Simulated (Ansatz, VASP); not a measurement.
# Two plane-wave programs on TiO2

POSCAR

```
TiO2
1.0
    0.0179762044      2.3968272579      2.3968272579
    2.3968272579      0.0179762044      2.3968272579
    2.4148034623      2.4148034623      0.0000000000
Ti O
1 2
Direct
    0.0000000000      0.0000000000      0.0000000000
    0.2491544639      0.2491544639      0.2508455361
    0.7508455361      0.7508455361      0.7491544639
```

File INCAR.step1:

```
SYSTEM = TiO2
  PREC = Accurate
  ENCUT = 520
  ISMEAR = 0
  SIGMA = 0.01
  LREAL = .FALSE.
  LASPH = .TRUE.
  NELM = 80
  NBANDS = 19
  GGA = PE
  ALGO = Normal
  EDIFF = 1E-4
  LWAVE = .TRUE.
  LCHARG = .FALSE.
```

The input INCAR.step2:

```
SYSTEM = TiO2
  PREC = Accurate
  ENCUT = 520
  EDIFF = 1E-6
  ISMEAR = 0
  SIGMA = 0.01
  LREAL = .FALSE.
  LASPH = .TRUE.
  NELM = 80
  ALGO = Normal
  ISIF = 2
  LWAVE = .FALSE.
  LCHARG = .TRUE.
  METAGGA = R2SCAN
  LMIXTAU = .TRUE.
  LELF = .TRUE.
  LVHAR = .TRUE.
  NBANDS = 19
  ISTART = 1
```

File KPOINTS:

```
Automatic mesh
0
G
  10 10 10
  0 0 0
```

Input for Ansatz:

```yaml
crystal:
  lattice:
    - [0.0179762044, 2.3968272579, 2.3968272579]
    - [2.3968272579, 0.0179762044, 2.3968272579]
    - [2.4148034623, 2.4148034623, 0.0]
  atoms:
    - { symbol: Ti, position: [0.0, 0.0, 0.0] }
    - { symbol: O, position: [0.2491544639, 0.2491544639, 0.2508455361] }
    - { symbol: O, position: [0.7508455361, 0.7508455361, 0.7491544639] }
kpoints:
  mp_grid: { grid: [10, 10, 10] }
  band_path:
    path:
      - [0.0, 0.0, 0.0]
      - [0.5, 0.0, 0.5]
      - [0.625, 0.25, 0.625]
      - [0.375, 0.375, 0.75]
      - [0.5, 0.5, 0.5]
      - [0.5, 0.25, 0.75]
      - [0.5, 0.5, 0.0]
    npoints: 1
hamiltonian:
  xc: r2scan
scf:
  occupations: { method: fixed }
  n_extra_bands: 4
output:
  forces: true
  stress: true
  eigenvalues: true
```

Change from the starting cell: shear_xy strain +1.5%.

Alike in both runs: task single point; functional r2SCAN; k mesh 10 × 10 × 10; no spin polarisation.

```csv
,VASP,Ansatz
version,VASP 6.6.1,Ansatz 0.2.0
potentials or method,"VASP PAW PBE potentials, release 64 (Ti_sv, O)","plane waves, PAW"
plane-wave cutoff (eV),520,500
occupations,"gaussian, width 0.01 eV",fixed
valence electrons in the cell,24,24
```

VASP gave:

```
gap on the k mesh at the Fermi level (eV)                     : 1.55
pressure (GPa)                                                : 1.6
traceless stress, the component that is largest in VASP (GPa) : -0.60
```

Question: What did Ansatz give for the same quantities?

Answer: gap on the k mesh at the Fermi level (eV): 1.51; pressure (GPa): 0.0; traceless stress, the component that is largest in VASP (GPa): -0.55.

VASP's potentials were made for PBE, not for r2SCAN.
